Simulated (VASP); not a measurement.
# Ru (Cmcm) in VASP: notebook

Ru is run at these levels: PBE; tasks: single point.

Everything below comes from runs of VASP 6.6.1. Logs are shortened: lines on timing, memory, paths and dates and some standing lists are left out, and cuts for length are marked.

## 1. The cell of the first run

It takes space group Cmcm (No. 63, orthorhombic). Conventional cell: a = 2.706 Å, b = 4.687 Å, c = 4.282 Å, α = 90.00°, β = 90.00°, γ = 90.00°. Within 3.3 Å of Ru (site symmetry m2m) lie 12 Ru at 2.49 to 2.75 Å.

## 2. Single point, PBE (atom 1 (Ru) moved by (+0.000, +0.300) A along x and y)

Contents of INCAR:

```
SYSTEM = Ru
PREC = Accurate
ENCUT = 500
EDIFF = 1E-6
ISMEAR = 0
SIGMA = 0.15
LREAL = .FALSE.
LASPH = .TRUE.
NELM = 120
ALGO = Normal
ISIF = 2
LWAVE = .FALSE.
LCHARG = .TRUE.
GGA = PE
LELF = .TRUE.
LVHAR = .TRUE.
NBANDS = 21
GGA_COMPAT = .FALSE.
```

Contents of KPOINTS:

```
Automatic mesh
0
G
  24 24 12
  0 0 0
```

Contents of POSCAR:

```
Ru
1.0
    2.7057993342      0.0000000000      0.0000000000
   -1.3528996671      2.3432909610      0.0000000000
    0.0000000000      0.0000000000      4.2819000000
Ru
2
Direct
    0.3973458706      0.7946917412      0.2500000000
    0.6666666667      0.3333333333      0.7500000000
```

Potentials or basis: VASP PAW PBE potentials, release 64 (Ru_pv).

Started as:

```console
$ cat potpaw_PBE.64/Ru_pv/POTCAR > POTCAR
$ mpirun -np 1 vasp_std > vasp.out
```

OUTCAR:

```text
SYSTEM = Ru
   PREC = Accurate
   ENCUT = 500
   EDIFF = 1E-6
   ISMEAR = 0
   LREAL = .FALSE.
   LASPH = .TRUE.
   NELM = 120
   ISIF = 2
   GGA = PE

 ion  position               nearest neighbor table
   1  0.397  0.795  0.250-   2 2.49   2 2.49   2 2.75   2 2.75   2 2.75   2 2.75
   2  0.667  0.333  0.750-   1 2.49   1 2.49   1 2.75   1 2.75   1 2.75   1 2.75

  LATTYP: Found a hexagonal cell.
 ALAT       =     2.7057993342
 C/A-ratio  =     1.5824898565

  Lattice vectors:

 A1 = (   2.7057993342,   0.0000000000,   0.0000000000)
 A2 = (  -1.3528996671,   2.3432909610,   0.0000000000)
 A3 = (   0.0000000000,   0.0000000000,   4.2819000000)

Analysis of symmetry for initial positions (statically):
=====================================================================
 Subroutine PRICEL returns:
 Original cell was already a primitive cell.

 Routine SETGRP: Setting up the symmetry group for a
 hexagonal supercell.

 Subroutine GETGRP returns: Found  8 space group operations
 (whereof  2 operations were pure point group operations)
 out of a pool of 24 trial point group operations.

The static configuration has the point symmetry C_1h.
 The point group associated with its full space group is D_2h.

Analysis of symmetry for dynamics (positions and initial velocities):
=====================================================================
 Subroutine PRICEL returns:
 Original cell was already a primitive cell.

 Routine SETGRP: Setting up the symmetry group for a
 hexagonal supercell.

 Subroutine GETGRP returns: Found  8 space group operations
 (whereof  2 operations were pure point group operations)
 out of a pool of 24 trial point group operations.

The dynamic configuration has the point symmetry C_1h.
 The point group associated with its full space group is D_2h.

 Subroutine INISYM returns: Found  8 space group operations
 (whereof  2 operations are pure point group operations),
 and found     1 'primitive' translations

----------------------------------------------------------------------------------------

                                     Primitive cell

  volume of cell :      27.1493

  direct lattice vectors                    reciprocal lattice vectors
     2.705799334  0.000000000  0.000000000     0.369576556  0.213375124  0.000000000
    -1.352899667  2.343290961  0.000000000     0.000000000  0.426750249  0.000000000
     0.000000000  0.000000000  4.281900000     0.000000000  0.000000000  0.233541185

[... 73 lines left out ...]
 SYSTEM =  Ru
   PREC   = accura    normal or accurate (medium, high low for compatibility)
   ISTART =      0    job   : 0-new  1-cont  2-samecut
   ICHARG =      2    charge: 1-file 2-atom 10-const
   ISPIN  =      1    spin polarized calculation?
   LNONCOLLINEAR =      F non collinear calculations
   LSORBIT =      F    spin-orbit coupling
   LASPH  =      T    aspherical Exc in radial PAW
   ENCUT  =  500.0 eV  36.75 Ry    6.06 a.u.   4.93  4.93  7.81*2*pi/ulx,y,z
   NELM   =    120;   NELMIN=  2; NELMDL= -5     # of ELM steps
   EDIFF  = 0.1E-05   stopping-criterion for ELM
   LREAL  =      F    real-space projection
   EDIFFG = 0.1E-04   stopping-criterion for IOM
   NSW    =      0    number of steps for IOM
   IBRION =     -1    ionic relax: 0-MD 1-quasi-New 2-CG
   NFREE  =      0    steps in history (QN), initial steepest desc. (CG)
   ISIF   =      2    stress and relaxation
   ISYM   =      2    0-nonsym 1-usesym 2-fastsym
   POTIM  = 0.5000    time-step for ionic-motion
   TEBEG  =    0.0;   TEEND  =   0.0 temperature during run
   PSTRESS=    0.0 pullay stress
   NELECT =      28.0000    total number of electrons
   NUPDOWN=      -1.0000    fix difference up-down
   EMIN   =  10.00;   EMAX   =-10.00  energy-range for DOS
   EFERMI =   0.00;   METHOD = LEGACY
   ISMEAR =     0;   SIGMA  =   0.15  broadening in eV -4-tet -1-fermi 0-gaus
   EFERMI_NEDOS =   21; number of points for ismear=-14 and -15
   IALGO  =     38    algorithm
   IMIX   =      4    mixing-type and parameters
     AMIX     =   0.40;   BMIX     =  1.00
     AMIX_MAG =   1.60;   BMIX_MAG =  1.00
  volume/ion in A,a.u.               =      13.57        91.61
  Fermi-wavevector in a.u.,A,eV,Ry     =   1.654022  3.125649 37.222686  2.735790
  Thomas-Fermi vector in A             =   2.742361
   LORBIT       =      0    0 simple, 1 ext, 2 COOP (PROOUT), +10 PAW based schemes
   GGA     = PE    functional components
   LHFCALC =     F    Hartree Fock is set to
   AEXX    =    0.0000 exact exchange contribution
   IVDW    =     0    specifies the selected vdW correction
   LEPSILON=     F    determine dielectric tensor
   LRPA    =     F    only Hartree local field effects (RPA)
 non-spin polarized calculation
 Gauss-broadening in eV      SIGMA  =   0.15
  energy-cutoff  :      500.00
  volume of cell :       27.15
 maximum number of plane-waves:       708
   NGX =  9   NGY =  9   NGZ = 15

 number of electron      28.0000002 magnetization

 Free energy of the ion-electron system (eV)
  ---------------------------------------------------
  ext. energy  EPLUGINS =         0.00000000
  ---------------------------------------------------
  free energy    TOTEN  =       -18.17753608 eV

  energy without entropy =      -18.15590776  energy(sigma->0) =      -18.16672192

 E-fermi :  12.9129     XC(G=0): -14.1090

 val. band max:       12.9128832683   @ k =   0.2500   0.0417   0.2500
 cond. band min:      12.9131915510   @ k =   0.4167   0.0833   0.5000
 fundamental gap:      0.0003082827
 Fermi energy:        12.9129009609

 k-point     1 :       0.0000    0.0000    0.0000
  band No.  band energies     occupation
      1     -30.8715      2.00000
      2     -29.9217      2.00000
      3     -29.7273      2.00000
      4     -29.6959      2.00000
      5     -29.6630      2.00000
      6     -29.5917      2.00000
[... 565 lines left out ...]
     20      23.3233      0.00000
     21      23.3482      0.00000

 [... further k-points ...]
[... 5 lines left out ...]
  --------------------------------------------------------------------------------------
  -------------------------------------------------------------------------------------
  Total        0.2978692      1.9785189      2.3506344     -0.0000000     -0.0000000      0.0000000
  in kB       17.5783381    116.7595649    138.7194473     -0.0000000     -0.0000000      0.0000000
  external PRESSURE =      91.0191168 kB  Pullay stress =       0.0000000 kB

 VOLUME and BASIS-vectors are now :
 -----------------------------------------------------------------------------
  energy-cutoff  :      500.00
  volume of cell :       27.15
      direct lattice vectors                 reciprocal lattice vectors
     2.705799334  0.000000000  0.000000000     0.369576556  0.213375124  0.000000000
    -1.352899667  2.343290961  0.000000000     0.000000000  0.426750249  0.000000000
     0.000000000  0.000000000  4.281900000     0.000000000  0.000000000  0.233541185

 POSITION                                       TOTAL-FORCE (eV/Angst)
 -----------------------------------------------------------------------------------
      0.00000      1.86219      1.07048         0.000000     -1.833250     -0.000000
      1.35290      0.78110      3.21143        -0.000000      1.833250      0.000000
 -----------------------------------------------------------------------------------
    total drift:                               -0.000000     -0.000010      0.000000

  FREE ENERGIE OF THE ION-ELECTRON SYSTEM (eV)
  ---------------------------------------------------
  free  energy   TOTEN  =       -18.1775360762 eV

  energy  without entropy=      -18.1559077622  energy(sigma->0) =      -18.16672192
```

Wall time 2.6 min (1 thread of Intel Xeon 6975P-C (Granite Rapids), shared host); peak memory 0.52 GiB.

Results:

- Free energy: -18.1775 eV
- Pressure: 9.1 GPa
- Largest force: 1.833 eV/Å
- Band gap on the k mesh: zero (band 14 reaches 14.47 eV, above the bottom of band 15 at 11.47 eV)

Forces on the atoms (eV/Å):
```
Ru   0.000 -1.833  0.000
Ru   0.000  1.833  0.000
```

Caveat: the cell differs from its parent crystal (atom 1 (Ru) moved by (+0.000, +0.300) A along x and y); forces of over 1 eV/Å act on the atoms, so gaps and moduli don't describe the material at rest.

## 3. Single point, PBE (atom 1 (Ru) moved by (+0.000, -0.150) A along x and y)

Contents of INCAR:

```
ALGO = Normal
EDIFF = 1E-6
ENCUT = 500
GGA = PE
GGA_COMPAT = False
ISIF = 2
ISMEAR = 0
LASPH = True
LCHARG = False
LREAL = False
LWAVE = False
NBANDS = 21
NELM = 120
PREC = Accurate
SIGMA = 0.15
```

Contents of KPOINTS:

```
k-points
0
Gamma
  24 24 12
```

POSCAR: that of step 2 with these lines changed.

```diff
@@ -8,3 +8,3 @@
 Direct
-    0.3973458706      0.7946917412      0.2500000000
+    0.3013270647      0.6026541294      0.2500000000
     0.6666666667      0.3333333333      0.7500000000
```

Potentials or basis: VASP PAW PBE potentials, release 64 (Ru_pv).

Started as:

```console
$ cat potpaw_PBE.64/Ru_pv/POTCAR > POTCAR
$ mpirun -np 1 vasp_std > vasp.out
```

It took 2.5 min on 1 thread of Intel Xeon 6975P-C (Granite Rapids), shared host; peak memory 0.52 GiB.

It converged, with:

| Item | Value |
| --- | --- |
| Free energy | -18.3896 eV |
| Pressure | 5.5 GPa |
| Largest force | 1.086 eV/Å |
| Band gap on the k mesh | zero (band 14 reaches 14.44 eV, above the bottom of band 15 at 11.40 eV) |

Forces in eV/Å, atoms in the order of the input:
```
Ru   0.000  1.086  0.000
Ru   0.000 -1.086  0.000
```

Stress tensor (GPa, compression positive):
```
7.84 0.00 0.00
0.00 2.53 0.00
0.00 0.00 6.19
```

Levels at points of the mesh, in eV from the Fermi level:
```csv
k point,band 11,band 12,band 13,band 14,band 15,band 16,band 17,band 18
"(0.00, 0.00, 0.00)",-2.47,-1.86,-1.85,-1.79,-0.90,0.61,1.26,1.65
"(0.50, 0.00, 0.00)",-2.42,-2.02,-1.66,1.35,1.68,1.87,4.27,5.86
"(0.00, 0.50, 0.00)",-1.48,-1.46,-1.42,1.55,1.67,2.03,3.56,6.53
"(0.00, 0.00, 0.50)",-2.72,-2.72,-2.69,-2.69,0.32,0.32,0.63,0.63
"(0.50, 0.00, 0.50)",-0.99,-0.99,0.73,0.73,1.64,1.64,3.12,3.12
"(0.00, 0.50, 0.50)",-1.14,-1.14,-0.10,-0.10,1.67,1.67,3.92,3.92
```

Caveat: the cell differs from its parent crystal (atom 1 (Ru) moved by (+0.000, -0.150) A along x and y); forces of over 1 eV/Å act on the atoms, so gaps and moduli don't describe the material at rest.
